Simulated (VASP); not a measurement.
GdO:

```
Gd O
1.0
     0.00000    2.64488    2.64488
     2.64488    0.00000    2.64488
     2.64488    2.64488    0.00000
Gd O
1 1
Cartesian
  0.0000 0.0000 0.0000
  3.9673 3.9673 3.9673
```

This cell differs from its parent crystal: volume scaled by 0.94.

Base run:

```yaml
Program: VASP 6.6.1
Functional: PBE
Potentials_or_basis: VASP PAW PBE potentials, release 64 (Gd, O)
Cutoff: 520 eV
k_mesh: 9 × 9 × 9
Occupations: fermi-dirac, width 0.05 eV
Spin: collinear spin, ferromagnetic start
Starting_moments: "[7.0, 0.0] μB"
```

Its results: pressure 6.0 GPa; net moment 7.57 μB per cell; site moments Gd +6.88; O -0.02 μB.

Problem. The run is repeated on the same cell with these changes: functional from PBE to LDA. What comes out?

Solution. Pressure -1.7 GPa; net moment 6.86 μB per cell; site moments Gd +6.64; O -0.05 μB.

LDA binds more tightly than PBE, so the same cell stands under less pressure.

Caveats: a cell with one magnetic atom can't hold antiferromagnetic order, which such compounds often take; the PAW data sets were made with another functional, which shifts forces and pressure a little (some runs).
